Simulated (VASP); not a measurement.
Ti3Ag, 4 atoms in the cell. It takes space group P4/mmm (No. 123, tetragonal). The conventional cell has a = 4.099 Å, b = 4.099 Å, c = 4.058 Å, α = 90.00°, β = 90.00°, γ = 90.00°. Within 3.8 Å of Ti (site symmetry 4/mmm) lie 8 Ti at 2.88 Å and 4 Ag at 2.90 Å. Ti (site symmetry mmm) has 8 Ti at 2.88 to 2.90 Å and 4 Ag at 2.88 Å within 3.8 Å. Ag (site symmetry 4/mmm) has 12 Ti at 2.88 to 2.90 Å within 3.8 Å. 

```yaml
Program: VASP 6.6.1
Task: single point
Functional: PBEsol
Potentials_or_basis: VASP PAW PBE potentials, release 64 (Ti_sv, Ag)
Cutoff: 520 eV
k_mesh: 9 × 9 × 9
Occupations: fermi-dirac, width 0.05 eV
Spin: no spin polarisation
Dipole_correction: no
Further_INCAR_settings: ALGO = Normal; EDIFF = 1e-07; NBANDS = 32
```

Potentials or basis: VASP PAW PBE potentials, release 64 (Ti_sv, Ag).

Launch:

```sh
$ cat potpaw_PBE.64/Ti_sv/POTCAR potpaw_PBE.64/Ag/POTCAR > POTCAR
$ mpirun -np 1 vasp_std > vasp.out
```

Hardware: 1 thread of AMD EPYC 7R13 Processor (Zen 3), with other jobs on the host.

Problem. How long does it take, and how much memory?

Solution. Run time: 120 s on 1 thread of AMD EPYC 7R13 Processor (Zen 3), on a shared host, peak memory 0.24 GiB. Counts: scf iterations 17, k points 75.
